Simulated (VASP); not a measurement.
Crystal: Te2Mo.

```
Te Mo
1.0
     3.51820    0.00000    0.00000
    -1.75910    3.04685    0.00000
     0.00000    0.00000   13.97360
Te Mo
4 2
Direct
  0.66667 0.33333 0.37900
  0.33333 0.66667 0.87900
  0.66667 0.33333 0.12100
  0.33333 0.66667 0.62100
  0.66667 0.33333 0.75000
  0.33333 0.66667 0.25000
```

Base run:

```yaml
Program: VASP 6.6.1
Functional: PBE
Potentials_or_basis: VASP PAW PBE potentials, release 64 (Te, Mo_sv)
Cutoff: 520 eV
k_mesh: 15 × 15 × 4
Occupations: fermi-dirac, width 0.05 eV
Spin: no spin polarisation
```

Its results: band gap on the k mesh 0.70 eV, indirect (least direct gap 1.04 eV); pressure 2.9 GPa; largest force 0.189 eV/Å.

After a change of settings the same cell gave: band gap on the k mesh 1.00 eV, direct; pressure 2.6 GPa; largest force 0.105 eV/Å. Which change was it?
A. functional from PBE to revPBE; k mesh from 15 × 15 × 4 to 9 × 9 × 2
B. k mesh from 15 × 15 × 4 to 3 × 3 × 1
C. k mesh from 15 × 15 × 4 to 6 × 6 × 2; occupations from fermi-dirac, width 0.05 eV to gaussian, width 0.01 eV

B.

Caveats: some runs use coarse meshes; spin-orbit coupling is left out, which moves the levels of the heavy elements; this functional lacks dispersion, which binds the layers, so the pressure and a relaxed spacing across them are unreliable.
